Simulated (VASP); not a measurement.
Here is a VASP 6.6.1 calculation.

The input INCAR:

```
SYSTEM = Au
ALGO = Normal
EDIFF = 1E-6
ENCUT = 500
GGA = RE
GGA_COMPAT = .FALSE.
ISIF = 2
ISMEAR = -1
LASPH = .TRUE.
LCHARG = .TRUE.
LELF = .TRUE.
LREAL = .FALSE.
LVHAR = .TRUE.
LWAVE = .FALSE.
NBANDS = 54
NELM = 120
PREC = Accurate
SIGMA = 0.1
```

Contents of KPOINTS:

```
k-points
0
G
  6 6 6
  0 0 0
```

Contents of POSCAR:

```
Au
1.0
    5.3368149215      0.0000000000      0.0000000000
    0.0000000000      5.3368149215      0.0000000000
    0.0000000000      0.0000000000      5.3368149215
Au
8
Direct
    1.0000000000      1.0000000000      0.0000000000
    0.5000000000      0.5000000000      0.5000000000
    0.2500000000      1.0000000000      0.5000000000
    0.7500000000      1.0000000000      0.5000000000
    0.5000000000      0.2500000000      0.0000000000
    0.5000000000      0.7500000000      0.0000000000
    0.0000000000      0.5000000000      0.2500000000
    0.0000000000      0.5000000000      0.7500000000
```

Potentials or basis: VASP PAW PBE potentials, release 64 (Au).

Command:

```bash
$ cat potpaw_PBE.64/Au/POTCAR > POTCAR
$ mpirun -np 1 vasp_std > vasp.out
```

(1) Predict the band gap on the k mesh.

(2) What does it give for the pressure?

## Answers

(1) zero (band 44 reaches 8.75 eV, above the bottom of band 45 at 6.60 eV).

(2) 0.0 GPa.

Caveat: the PAW data sets were made with another functional, which shifts forces and pressure a little; spin-orbit coupling is left out, which moves the levels of the heavy elements.
